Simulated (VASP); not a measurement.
The system is Zn5Se2S3.

```xyz
10
Lattice="0.0271 -4.0095 0.0122 3.9177 -0.0271 -0.0657 -2.2045 1.9753 13.8301" Properties=species:S:1:pos:R:3 pbc="T T T"
Zn    1.9282    0.2160    9.7060
Zn   -0.3532   -1.8919   12.6786
Zn    0.0520   -1.9010    1.2752
Zn    1.9953   -0.1278    4.2967
Zn   -0.2174   -2.2955    6.9513
Se    1.7999   -2.3819   10.8497
Se   -0.0750    0.0477    2.8834
S     1.6202   -2.1290    5.3502
S    -0.0203    0.0672    8.1606
S     2.1014   -1.8932   -0.1645
```

```yaml
Program: VASP 6.6.1
Task: relaxation of cell and atoms
Functional: PBE
Potentials_or_basis: VASP PAW PBE potentials, release 64 (Zn, Se, S)
Cutoff: 600 eV
k_mesh: 4 × 4 × 4
Occupations: gaussian, width 0.1 eV
Spin: no spin polarisation
```

At the start: pressure 7.0 GPa; volume 21.67 Å³/atom.

**Question.** Where does the relaxation end?

**Answer.** Over 36 steps the energy falls by 450.8 meV/atom and the volume is 21.57 Å³/atom (-0.5 %); space group P1 (No. 1, to 0.1 Å) before, I-4m2 (No. 119, to 0.1 Å).

The path:
| step | energy change (eV) | largest force (eV/Å) | pressure (GPa) | volume (Å³) |
| --- | --- | --- | --- | --- |
| 1 | 0.0000 | 16.1970 | 6.96 | 216.75 |
| 2 | -2.3721 | 2.6381 | -3.02 | 246.58 |
| 3 | -2.5954 | 2.4054 | -3.09 | 243.94 |
| 4 | -2.7743 | 2.2038 | -3.13 | 241.69 |
| 5 | -3.5025 | 1.3596 | -2.59 | 229.17 |
| 6 | -3.3646 | 1.9862 | -0.83 | 223.21 |
| 7 | -3.5270 | 1.4185 | -2.35 | 227.86 |
| 8 | -3.5312 | 1.5278 | -2.14 | 226.85 |
| 9 | -4.0501 | 1.0598 | -0.78 | 218.93 |
| 10 | -4.2283 | 0.7558 | 1.50 | 210.80 |
| 11 | -4.3759 | 0.5095 | 0.38 | 214.07 |
| 12 | -4.3858 | 0.4935 | 0.09 | 215.15 |
| 13 | -4.4224 | 0.2728 | -0.12 | 215.78 |
| 14 | -4.4347 | 0.2080 | -0.30 | 216.40 |
| 15 | -4.4529 | 0.2112 | 0.15 | 214.99 |
| 16 | -4.4607 | 0.2418 | 0.65 | 213.41 |
| 17 | -4.4734 | 0.1992 | 0.37 | 214.24 |
| 18 | -4.4885 | 0.1648 | -0.22 | 216.22 |
| 19 | -4.4889 | 0.1893 | -0.29 | 216.59 |
| 20 | -4.4970 | 0.1407 | -0.12 | 216.02 |
| 21 | -4.5002 | 0.0992 | 0.06 | 215.45 |
| 22 | -4.5003 | 0.1065 | 0.07 | 215.37 |
| 23 | -4.5033 | 0.0683 | 0.02 | 215.48 |
| 24 | -4.5039 | 0.0654 | 0.00 | 215.56 |
| 25 | -4.5051 | 0.0413 | -0.02 | 215.64 |
| 26 | -4.5055 | 0.0687 | -0.03 | 215.70 |
| 27 | -4.5056 | 0.0753 | -0.04 | 215.71 |
| 28 | -4.5064 | 0.0473 | 0.04 | 215.47 |
| 29 | -4.5068 | 0.0297 | 0.11 | 215.24 |
| 30 | -4.5064 | 0.0460 | 0.24 | 214.78 |
| 31 | -4.5068 | 0.0328 | 0.13 | 215.12 |
| 32 | -4.5073 | 0.0266 | 0.02 | 215.43 |
| 33 | -4.5075 | 0.0273 | -0.02 | 215.62 |
| 34 | -4.5075 | 0.0409 | -0.11 | 215.99 |
| 35 | -4.5076 | 0.0304 | -0.05 | 215.79 |
| 36 | -4.5079 | 0.0210 | -0.05 | 215.73 |

Final structure:
```
Zn Se S
1.0
     0.00079   -3.95063    0.00041
     3.94916   -0.00161   -0.00080
    -1.97332    1.97647   13.82768
Zn Se S
5 2 3
Cartesian
  1.9678 -0.0059 9.5595
  0.0090 -1.9608 12.5053
  0.0007 -1.9625 1.3262
  1.9719 -0.0099 4.2671
  0.0055 -1.9876 6.9131
  1.9814 -1.9778 11.0304
  -0.0032 0.0090 2.7947
  1.9780 -1.9842 5.5895
  -0.0031 -0.0098 8.2342
  1.9749 -1.9649 0.0030
```
